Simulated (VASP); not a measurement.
Write the native input for VASP 6.6.1 that does the following.

| Property | Result |
| --- | --- |
| Task | single point |
| Functional | PBE |
| Potentials or basis | VASP PAW PBE potentials, release 64 (Hf_pv, B) |
| Cutoff | 500 eV |
| k mesh | 6 × 6 × 4 |
| Occupations | gaussian, width 0.1 eV |
| Spin | no spin polarisation |
| Hubbard terms | Hf d U = 4.4 eV, J = 0.52 eV |
| Dipole correction | no |
| LDAUTYPE | 1 |
| Hund's J | 0.52 |
| Further INCAR settings | ALGO = Normal; EDIFF = 1e-06; NBANDS = 15 |

The structure of HfB2 lies in POSCAR:

```
HfB2
1.0
    3.1326790839      0.0000000000      0.0000000000
   -1.5663395419      2.7129796685      0.0000000000
    0.0000000000      0.0000000000      3.4792139900
Hf B
1 2
Direct
    0.0000000000      0.0000000000      0.0000000000
    0.3333333333      0.6666666667      0.5000000000
    0.6666666667      0.3333333333      0.5000000000
```

These files were run (other wordings do the same):

INCAR

```
SYSTEM = HfB2
ALGO = Normal
EDIFF = 1E-6
ENCUT = 500
GGA = PE
GGA_COMPAT = .FALSE.
ISIF = 2
ISMEAR = 0
LASPH = .TRUE.
LCHARG = .FALSE.
LDAU = .TRUE.
LDAUJ = 0.52 0
LDAUL = 2 -1
LDAUPRINT = 1
LDAUTYPE = 1
LDAUU = 4.4 0
LMAXMIX = 4
LREAL = .FALSE.
LWAVE = .FALSE.
NBANDS = 15
NELM = 200
PREC = Accurate
SIGMA = 0.1
```

KPOINTS

```
k-points
0
G
  6 6 4
  0 0 0
```

Potentials or basis: VASP PAW PBE potentials, release 64 (Hf_pv, B).

Run with:

```console
$ cat potpaw_PBE.64/Hf_pv/POTCAR potpaw_PBE.64/B/POTCAR > POTCAR
$ mpirun -np 1 vasp_std > vasp.out
```

It gave:

```yaml
Pressure: 14.0 GPa
Band_gap_on_the_k_mesh: zero (band 8 reaches 8.68 eV, above the bottom of band 9 at 7.89 eV)
```

Caveat: the k points lie up to 0.45 Å⁻¹ apart; spin-orbit coupling is left out, which moves the levels of the heavy elements; U without spin polarisation on a metal has little footing; the U is typed as a test and isn't derived for this compound.

Run time: 5 s on 1 thread of Intel(R) Xeon(R) 6975P-C (Granite Rapids) (shared host), peak memory 0.14 GiB.
